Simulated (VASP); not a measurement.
# Se (Im-3m) in VASP: a series of runs, part 2 of 2

VASP 6.6.1.

### Step 3. Relaxation of cell and atoms, PBE, target pressure 130 GPa, at which the enthalpy is minimised

INCAR

```
SYSTEM = Se
PREC = Accurate ; ENCUT = 600
EDIFF = 1E-7 ; ISMEAR = -1
SIGMA = 0.08 ; LREAL = .FALSE.
LASPH = .TRUE. ; NELM = 100
ALGO = Normal ; ISIF = 3
LWAVE = .FALSE. ; LCHARG = .FALSE.
GGA = PE ; IBRION = 2
NSW = 32 ; EDIFFG = -0.005
PSTRESS = 1300.0
```

KPOINTS

```
regular mesh
0
G
  18 18 18
  0 0 0
```

POSCAR

```
Se
1.0
   -1.4374094329      1.4374094329      1.4374094329
    1.4374094329     -1.4374094329      1.4374094329
    1.4374094329      1.4374094329     -1.4374094329
Se
1
Direct
    0.0000000000      0.0000000000      0.0000000000
```

Potentials or basis: VASP PAW PBE potentials, release 64 (Se).

Started as:

```console
> cat potpaw_PBE.64/Se/POTCAR > POTCAR
> mpirun -np 1 vasp_std > vasp.out
```

OUTCAR:

```text
SYSTEM = Se
   PREC = Accurate
   ENCUT = 600
   EDIFF = 1E-7
   ISMEAR = -1
   LREAL = .FALSE.
   LASPH = .TRUE.
   NELM = 100
   ISIF = 3
   GGA = PE
   IBRION = 2
   NSW = 32
   EDIFFG = -0.005
   PSTRESS = 1300.0

 ion  position               nearest neighbor table
   1  0.000  0.000  0.000-

  LATTYP: Found a body centered cubic cell.
 ALAT       =     2.8748188658

  Lattice vectors:

 A1 = (  -1.4374094329,   1.4374094329,   1.4374094329)
 A2 = (   1.4374094329,  -1.4374094329,   1.4374094329)
 A3 = (   1.4374094329,   1.4374094329,  -1.4374094329)

Analysis of symmetry for initial positions (statically):
=====================================================================
 Subroutine PRICEL returns:
 Original cell was already a primitive cell.

 Routine SETGRP: Setting up the symmetry group for a
 body centered cubic supercell.

 Subroutine GETGRP returns: Found 48 space group operations
 (whereof 48 operations were pure point group operations)
 out of a pool of 48 trial point group operations.

The static configuration has the point symmetry O_h .

Analysis of symmetry for dynamics (positions and initial velocities):
=====================================================================
 Subroutine PRICEL returns:
 Original cell was already a primitive cell.

 Routine SETGRP: Setting up the symmetry group for a
 body centered cubic supercell.

 Subroutine GETGRP returns: Found 48 space group operations
 (whereof 48 operations were pure point group operations)
 out of a pool of 48 trial point group operations.

The dynamic configuration has the point symmetry O_h .

 Subroutine INISYM returns: Found 48 space group operations
 (whereof 48 operations are pure point group operations),
 and found     1 'primitive' translations

----------------------------------------------------------------------------------------
[... 114 lines left out ...]
  Thomas-Fermi vector in A             =   2.434723
   LORBIT       =      0    0 simple, 1 ext, 2 COOP (PROOUT), +10 PAW based schemes
   GGA     = PE    functional components
   LHFCALC =     F    Hartree Fock is set to
   AEXX    =    0.0000 exact exchange contribution
   IVDW    =     0    specifies the selected vdW correction
   LEPSILON=     F    determine dielectric tensor
   LRPA    =     F    only Hartree local field effects (RPA)
 conjugate gradient relaxation of ions
 non-spin polarized calculation
  energy-cutoff  :      600.00
  volume of cell :       11.88
 maximum number of plane-waves:       410
   NGX =  9   NGY =  9   NGZ =  9

--------------------------------------- Ionic step        1  -------------------------------------------

 number of electron       5.9999999 magnetization

 Free energy of the ion-electron system (eV)
  ---------------------------------------------------
  ext. energy  EPLUGINS =         0.00000000
  ---------------------------------------------------
  free energy    TOTEN  =        -0.79538324 eV

  energy without entropy =       -0.78510401  energy(sigma->0) =       -0.79024363

------------------------ aborting loop because EDIFF is reached ----------------------------------------

  FORCE on cell =-STRESS in cart. coord.  units (eV):
  Direction    XX          YY          ZZ          XY          YZ          ZX
  --------------------------------------------------------------------------------------
  -------------------------------------------------------------------------------------
  Total        9.7425654      9.7425654      9.7425654      0.0000000      0.0000000      0.0000000
  in kB     1313.9609214   1313.9609214   1313.9609214      0.0000000      0.0000000      0.0000000
  external PRESSURE =      13.9609214 kB  Pullay stress =    1300.0000000 kB
[... 61 lines left out ...]
--------------------------------------- Ionic step        3  -------------------------------------------

 number of electron       5.9999999 magnetization

 Free energy of the ion-electron system (eV)
  ---------------------------------------------------
  ext. energy  EPLUGINS =         0.00000000
  ---------------------------------------------------
  free energy    TOTEN  =        -0.82088278 eV

  energy without entropy =       -0.81065041  energy(sigma->0) =       -0.81576659

 E-fermi :  13.8951     XC(G=0): -13.1932

 val. band max:       13.8887051994   @ k =   0.5000   0.5000   0.0556
 cond. band min:      13.9002871187   @ k =  -0.1667   0.2222   0.0556
 fundamental gap:      0.0115819193
 Fermi energy:        13.8950774482

 k-point     1 :       0.0000    0.0000    0.0000
  band No.  band energies     occupation
      1      -8.8969      2.00000
      2      20.7522      0.00000
      3      20.7522      0.00000
      4      20.7522      0.00000
      5      27.6893      0.00000
      6      27.6893      0.00000
      7      27.6893      0.00000
[... 221 lines left out ...]
 k-point    24 :       0.3889    0.1111    0.0000
  band No.  band energies     occupation
      1      -1.8249      2.00000
      2       3.0444      2.00000
      3      12.2425      2.00000
      4      16.2678      0.00000
      5      22.5609      0.00000
      6      25.2950      0.00000
      7      32.1163      0.00000

 [... further k-points ...]
[... 5 lines left out ...]
  --------------------------------------------------------------------------------------
  -------------------------------------------------------------------------------------
  Total        9.6651234      9.6651234      9.6651234      0.0000000      0.0000000      0.0000000
  in kB     1300.0951717   1300.0951717   1300.0951717      0.0000000      0.0000000      0.0000000
  external PRESSURE =       0.0951717 kB  Pullay stress =    1300.0000000 kB
[... 20 lines left out ...]
  energy  without entropy=       -0.8106504054  energy(sigma->0) =       -0.81576659

  enthalpy is  TOTEN    =         8.8435330792 eV   P V=        9.6644158619

 reached required accuracy - stopping structural energy minimisation
```

OSZICAR:

```text
N       E                     dE             d eps       ncg     rms          rms(c)
DAV:   1     0.126811228968E+02    0.12681E+02   -0.37412E+03  2800   0.887E+02
[... 18 lines left out ...]
   2 F= 0.88465019E+01 E0= 0.88515111E+01  d E =0.283519E-02
       N       E                     dE             d eps       ncg     rms          rms(c)
DAV:   1    -0.822253358393E+00    0.11543E+00   -0.50263E-02  2807   0.160E+00    0.315E-01
DAV:   2    -0.821288718903E+00    0.96464E-03   -0.70072E-04  2989   0.261E-01    0.180E-01
DAV:   3    -0.820881668991E+00    0.40705E-03   -0.89398E-04  2807   0.210E-01    0.346E-02
DAV:   4    -0.820882824414E+00   -0.11554E-05   -0.32169E-06  3059   0.233E-02    0.777E-03
DAV:   5    -0.820882782732E+00    0.41682E-07   -0.39378E-07  3514   0.482E-03
   3 F= 0.88435331E+01 E0= 0.88486493E+01  d E =-.133676E-03
```

Wall time 48 s (1 thread of AMD EPYC 7R43 (Zen 3), shared host); peak memory 0.11 GiB.

Results:

- Free energy: -0.8209 eV
- Relaxed volume: 11.91 Å³/atom
- Relaxed cell: a = 2.492 Å, b = 2.492 Å, c = 2.492 Å, α = 109.47°, β = 109.47°, γ = 109.47°
- Space group after relaxing (to 0.05 Å): Im-3m (No. 229)
- Energy change on relaxing (the enthalpy is what falls): -25.5 meV/atom
- Ionic steps: 3
- Pressure after relaxing: 130.0 GPa
- Band gap on the k mesh: zero (band 3 reaches 20.75 eV, above the bottom of band 4 at 7.26 eV)

Step by step:
```
step  energy change (eV)  largest force (eV/Å)  pressure (GPa)  volume (Å³)
   1              0.0000                0.0000          131.40        11.88
   2             -0.1423                0.0000          123.63        12.06
   3             -0.0255                0.0000          130.01        11.91
```

Final structure:
```cif
data_structure
_symmetry_space_group_name_H-M 'P 1'
_symmetry_Int_Tables_number 1
_cell_length_a 2.4918
_cell_length_b 2.4918
_cell_length_c 2.4918
_cell_angle_alpha 109.471
_cell_angle_beta 109.471
_cell_angle_gamma 109.471
_cell_volume 11.91
loop_
_atom_site_label
_atom_site_type_symbol
_atom_site_fract_x
_atom_site_fract_y
_atom_site_fract_z
_atom_site_occupancy
Se1 Se 0.00000 0.00000 0.00000 1
```

Caveat: the cell is relaxed towards a set pressure, so the enthalpy falls and the energy may rise.

### Step 4. Relaxation of cell and atoms, PBE, target pressure 130 GPa, at which the enthalpy is minimised

This run uses another cell than the first one, of 11.98 Å³/atom, 1.008 times its volume.

INCAR

```
SYSTEM = Se
  PREC = Accurate
  ENCUT = 600
  EDIFF = 1E-7
  ISMEAR = -1
  SIGMA = 0.08
  LREAL = .False.
  LASPH = .True.
  NELM = 80
  ALGO = Normal
  ISIF = 3
  LWAVE = .False.
  LCHARG = .False.
  GGA = PE
  IBRION = 2
  NSW = 60
  EDIFFG = -0.005
  PSTRESS = 1300.0
```

KPOINTS

```
Automatic mesh
0
Gamma
  18 18 18
  0 0 0
```

POSCAR

```
Se
1.0
   -1.4413858182      1.4413858182      1.4413858182
    1.4413858182     -1.4413858182      1.4413858182
    1.4413858182      1.4413858182     -1.4413858182
Se
1
Direct
    0.0000000000      0.0000000000      0.0000000000
```

Potentials or basis: VASP PAW PBE potentials, release 64 (Se).

Started as:

```console
> cat potpaw_PBE.64/Se/POTCAR > POTCAR
> mpirun -np 1 vasp_std > vasp.out
```

OUTCAR:

```text
SYSTEM = Se
   PREC = Accurate
   ENCUT = 600
   EDIFF = 1E-7
   ISMEAR = -1
   LREAL = .False.
   LASPH = .True.
   NELM = 80
   ISIF = 3
   GGA = PE
   IBRION = 2
   NSW = 60
   EDIFFG = -0.005
   PSTRESS = 1300.0

 ion  position               nearest neighbor table
   1  0.000  0.000  0.000-

  LATTYP: Found a body centered cubic cell.
 ALAT       =     2.8827716364

  Lattice vectors:

 A1 = (  -1.4413858182,   1.4413858182,   1.4413858182)
 A2 = (   1.4413858182,  -1.4413858182,   1.4413858182)
 A3 = (   1.4413858182,   1.4413858182,  -1.4413858182)

Analysis of symmetry for initial positions (statically):
=====================================================================
 Subroutine PRICEL returns:
 Original cell was already a primitive cell.

 Routine SETGRP: Setting up the symmetry group for a
 body centered cubic supercell.

 Subroutine GETGRP returns: Found 48 space group operations
 (whereof 48 operations were pure point group operations)
 out of a pool of 48 trial point group operations.

The static configuration has the point symmetry O_h .

Analysis of symmetry for dynamics (positions and initial velocities):
=====================================================================
 Subroutine PRICEL returns:
 Original cell was already a primitive cell.

 Routine SETGRP: Setting up the symmetry group for a
 body centered cubic supercell.

 Subroutine GETGRP returns: Found 48 space group operations
 (whereof 48 operations were pure point group operations)
 out of a pool of 48 trial point group operations.

The dynamic configuration has the point symmetry O_h .

 Subroutine INISYM returns: Found 48 space group operations
 (whereof 48 operations are pure point group operations),
 and found     1 'primitive' translations

----------------------------------------------------------------------------------------
[... 114 lines left out ...]
  Thomas-Fermi vector in A             =   2.431363
   LORBIT       =      0    0 simple, 1 ext, 2 COOP (PROOUT), +10 PAW based schemes
   GGA     = PE    functional components
   LHFCALC =     F    Hartree Fock is set to
   AEXX    =    0.0000 exact exchange contribution
   IVDW    =     0    specifies the selected vdW correction
   LEPSILON=     F    determine dielectric tensor
   LRPA    =     F    only Hartree local field effects (RPA)
 conjugate gradient relaxation of ions
 non-spin polarized calculation
  energy-cutoff  :      600.00
  volume of cell :       11.98
 maximum number of plane-waves:       418
   NGX =  9   NGY =  9   NGZ =  9

--------------------------------------- Ionic step        1  -------------------------------------------

 number of electron       5.9999999 magnetization

 Free energy of the ion-electron system (eV)
  ---------------------------------------------------
  ext. energy  EPLUGINS =         0.00000000
  ---------------------------------------------------
  free energy    TOTEN  =        -0.87511290 eV

  energy without entropy =       -0.86498011  energy(sigma->0) =       -0.87004651

------------------------ aborting loop because EDIFF is reached ----------------------------------------

  FORCE on cell =-STRESS in cart. coord.  units (eV):
  Direction    XX          YY          ZZ          XY          YZ          ZX
  --------------------------------------------------------------------------------------
  -------------------------------------------------------------------------------------
  Total        9.4983437      9.4983437      9.4983437      0.0000000     -0.0000000      0.0000000
  in kB     1270.4504740   1270.4504740   1270.4504740      0.0000000     -0.0000000      0.0000000
  external PRESSURE =     -29.5495260 kB  Pullay stress =    1300.0000000 kB
[... 61 lines left out ...]
--------------------------------------- Ionic step        3  -------------------------------------------

 number of electron       5.9999999 magnetization

 Free energy of the ion-electron system (eV)
  ---------------------------------------------------
  ext. energy  EPLUGINS =         0.00000000
  ---------------------------------------------------
  free energy    TOTEN  =        -0.82142771 eV

  energy without entropy =       -0.81119626  energy(sigma->0) =       -0.81631199

 E-fermi :  13.8940     XC(G=0): -13.1929

 val. band max:       13.8875985941   @ k =   0.5000   0.5000   0.0556
 cond. band min:      13.8990965769   @ k =  -0.1667   0.2222   0.0556
 fundamental gap:      0.0114979828
 Fermi energy:        13.8939788337

 k-point     1 :       0.0000    0.0000    0.0000
  band No.  band energies     occupation
      1      -8.8971      2.00000
      2      20.7506      0.00000
      3      20.7506      0.00000
      4      20.7506      0.00000
      5      27.6880      0.00000
      6      27.6880      0.00000
      7      27.6880      0.00000
[... 221 lines left out ...]
 k-point    24 :       0.3889    0.1111    0.0000
  band No.  band energies     occupation
      1      -1.8255      2.00000
      2       3.0438      2.00000
      3      12.2415      2.00000
      4      16.2667      0.00000
      5      22.5597      0.00000
      6      25.2936      0.00000
      7      32.1148      0.00000

 [... further k-points ...]
[... 5 lines left out ...]
  --------------------------------------------------------------------------------------
  -------------------------------------------------------------------------------------
  Total        9.6633300      9.6633300      9.6633300     -0.0000000      0.0000000      0.0000000
  in kB     1299.7819953   1299.7819953   1299.7819953     -0.0000000      0.0000000      0.0000000
  external PRESSURE =      -0.2180047 kB  Pullay stress =    1300.0000000 kB
[... 20 lines left out ...]
  energy  without entropy=       -0.8111962643  energy(sigma->0) =       -0.81631199

  enthalpy is  TOTEN    =         8.8435230175 eV   P V=        9.6649507267

 reached required accuracy - stopping structural energy minimisation
```

OSZICAR:

```text
N       E                     dE             d eps       ncg     rms          rms(c)
DAV:   1     0.126242636768E+02    0.12624E+02   -0.36393E+03  2786   0.882E+02
DAV:   2    -0.772413643029E+00   -0.13397E+02   -0.12892E+02  3871   0.920E+01
[... 19 lines left out ...]
DAV:   1    -0.827799343855E+00   -0.27338E+00   -0.22787E-01  2814   0.337E+00    0.670E-01
DAV:   2    -0.823338713728E+00    0.44606E-02   -0.32331E-03  2961   0.562E-01    0.395E-01
DAV:   3    -0.821416217064E+00    0.19225E-02   -0.40927E-03  2800   0.449E-01    0.792E-02
DAV:   4    -0.821426755791E+00   -0.10539E-04   -0.14459E-05  3024   0.497E-02    0.221E-02
DAV:   5    -0.821427523162E+00   -0.76737E-06   -0.18639E-06  3577   0.109E-02    0.158E-03
DAV:   6    -0.821427733276E+00   -0.21011E-06   -0.26517E-08  1743   0.226E-03    0.606E-04
DAV:   7    -0.821427709236E+00    0.24041E-07   -0.72916E-10  1498   0.278E-04
   3 F= 0.88435230E+01 E0= 0.88486387E+01  d E =-.630689E-03
```

CONTCAR:

```text
Se
   1.00000000000000
    -1.4386957511239120    1.4386957511239120    1.4386957511239120
     1.4386957511239120   -1.4386957511239120    1.4386957511239120
     1.4386957511239120    1.4386957511239120   -1.4386957511239120
  Se
     1
Direct
     0.0000000000000000    0.0000000000000000    0.0000000000000000

  0.00000000E+00  0.00000000E+00  0.00000000E+00
```

Run time: 46 s. Hardware: 1 thread of AMD EPYC 7R43 (Zen 3), shared host; peak memory 0.11 GiB.

Results:

| Property | Result |
| --- | --- |
| Free energy | -0.8214 eV |
| Relaxed volume | 11.91 Å³/atom |
| Relaxed cell | a = 2.492 Å, b = 2.492 Å, c = 2.492 Å, α = 109.47°, β = 109.47°, γ = 109.47° |
| Space group after relaxing (to 0.05 Å) | Im-3m (No. 229) |
| Energy change on relaxing (the enthalpy is what falls) | +53.7 meV/atom |
| Ionic steps | 3 |
| Pressure after relaxing | 130.0 GPa |
| Band gap on the k mesh | zero (band 3 reaches 20.75 eV, above the bottom of band 4 at 7.26 eV) |

The path:
```csv
step,energy change (eV),largest force (eV/Å),pressure (GPa),volume (Å³)
1,0.0000,0.0000,127.05,11.98
2,0.3207,0.0000,144.56,11.60
3,0.0537,0.0000,129.98,11.91
```

Final structure:
```cif
data_structure
_symmetry_space_group_name_H-M 'P 1'
_symmetry_Int_Tables_number 1
_cell_length_a 2.4919
_cell_length_b 2.4919
_cell_length_c 2.4919
_cell_angle_alpha 109.471
_cell_angle_beta 109.471
_cell_angle_gamma 109.471
_cell_volume 11.91
loop_
_atom_site_label
_atom_site_type_symbol
_atom_site_fract_x
_atom_site_fract_y
_atom_site_fract_z
_atom_site_occupancy
Se1 Se 0.00000 0.00000 0.00000 1
```

Levels at points of the mesh, in eV from the Fermi level:
| k point | band 1 | band 2 | band 3 | band 4 | band 5 | band 6 | band 7 |
| --- | --- | --- | --- | --- | --- | --- | --- |
| (0.00, 0.00, 0.00) | -22.79 | 6.86 | 6.86 | 6.86 | 13.79 | 13.79 | 13.79 |
| (0.50, 0.00, 0.00) | -15.10 | -12.30 | 0.44 | 3.82 | 7.43 | 7.85 | 21.35 |
| (0.50, 0.50, 0.50) | -8.27 | -5.95 | -5.95 | -5.95 | 0.82 | 0.82 | 29.26 |

Caveat: the cell is relaxed towards a set pressure, so the enthalpy falls and the energy may rise.

### Step 5. The runs side by side

```csv
task,cell,cutoff (eV),gap on the mesh (eV),pressure (GPa)
single point,"a = 2.490 Å, angles 109.5°, 1 atom",520,none,131.4
relaxation of cell and atoms,"relaxed to 130 GPa from a = 2.490 Å, angles 109.5°, 1 atom",600,none,130.0
relaxation of cell and atoms,"relaxed to 130 GPa from a = 2.497 Å, angles 109.5°, 1 atom",600,none,130.0
```

Alike in all rows: level PBE; potentials or basis VASP PAW PBE potentials, release 64 (Se); no spin polarisation; k mesh 18 × 18 × 18; smearing fermi-dirac 0.08 eV.

Caveats: the cell is relaxed towards a set pressure, so the enthalpy falls and the energy may rise (some runs).

Absolute energies hang on the potentials; compare differences alone.
